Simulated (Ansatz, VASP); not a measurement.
**One calculation of NaH, two programs**

```
Na H
1.0
     0.00000    2.44000    2.39120
     2.44000    0.00000    2.39120
     2.44000    2.44000    0.00000
Na H
1 1
Direct
  0.00000 0.00000 0.00000
  0.50000 0.50000 0.50000
```

Change from the starting cell: zz strain of -2 %, PAW files.

Alike in both runs: task electric field gradients; functional PBEsol; k mesh 9 × 9 × 9; occupations fermi-dirac, width 0.03 eV; no spin polarisation.

|  | VASP | Ansatz |
| --- | --- | --- |
| version | VASP 6.6.1 | Ansatz 0.2.0 |
| potentials or method | VASP PAW PBE potentials, release 64 (Na_pv, H) | PAW with Ansatz's default frozen-core files, scalar-relativistic |
| plane-wave cutoff (eV) | 520 | 420 |
| valence electrons in the cell | 8 | 10 |

Ansatz gave:

- gap on the k mesh at the Fermi level (eV): 3.82
- pressure (GPa): -0.8
- traceless stress, the component that is largest in VASP (GPa): 0.41
- size of Vzz on the site where it differs most (V/Å²): 1.7

Problem. What did VASP give for the same quantities?

Solution. gap on the k mesh at the Fermi level (eV): 3.82; pressure (GPa): -0.8; traceless stress, the component that is largest in VASP (GPa): 0.42; size of Vzz on the site where it differs most (V/Å²): 1.9.

VASP's potentials were made for PBE, not for PBEsol. VASP's potentials hold 8 valence electrons a cell and Ansatz's 10, so a difference there can come from the potentials and not from the codes.
